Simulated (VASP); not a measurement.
## La2HfO2: single point with PBE

The system is La2HfO2.

```xyz
5
Lattice="1.7871 -8.8879 0.0000 1.7871 8.8879 0.0000 0.0000 0.0000 3.6008" Properties=species:S:1:pos:R:3 pbc="T T T"
La    1.7871    2.2813    0.0000
La    1.7871   -2.2813    0.0000
Hf    0.0000    0.0000    1.8004
O     1.7871    6.7616    1.8004
O     1.7871   -6.7616    1.8004
```

The cell was generated, and may not be a known phase.

| Property | Result |
| --- | --- |
| Program | VASP 6.6.1 |
| Task | single point |
| Functional | PBE |
| Potentials or basis | VASP PAW PBE potentials, release 64 (La, Hf_pv, O) |
| Cutoff | 520 eV |
| k mesh | 10 × 10 × 10 |
| Occupations | gaussian, width 0.1 eV |
| Spin | no spin polarisation |

```yaml
Pressure: -0.4 GPa
Largest_force: 0.089 eV/Å
Band_gap_on_the_k_mesh: zero (bands 22 and 23 overlap by 1.36 eV)
```

Forces on the atoms (eV/Å):
```
La   0.000 -0.019  0.000
La   0.000  0.019  0.000
Hf   0.000  0.000  0.000
O    0.000  0.089  0.000
O    0.000 -0.089  0.000
```

Stress tensor (GPa, compression positive):
```
-0.24  0.00  0.00
 0.00 -0.74  0.00
 0.00  0.00 -0.24
```

Levels at points of the mesh, in eV from the Fermi level:
```csv
k point,band 20,band 21,band 22,band 23,band 24,band 25
"(0.00, 0.00, 0.00)",-3.87,-1.87,-0.78,-0.30,0.66,1.56
"(0.50, 0.00, 0.00)",-2.03,-0.47,0.35,0.76,1.07,1.12
"(0.50, 0.50, 0.00)",-3.64,-1.87,-0.89,-0.74,0.65,1.53
"(0.00, 0.00, 0.50)",-2.06,-0.74,0.57,0.85,0.92,1.49
"(0.50, 0.00, 0.50)",-1.40,-0.55,-0.51,-0.27,-0.15,1.69
"(0.50, 0.50, 0.50)",-2.06,-0.24,0.21,0.83,0.92,1.19
```

It took 27 min on 1 thread of Intel(R) Xeon(R) Platinum 8259CL CPU @ 2.50GHz (Skylake/Cascade Lake), on a shared host, peak memory 0.89 GiB.

Caveat: spin-orbit coupling is left out, which moves the levels of the heavy elements.
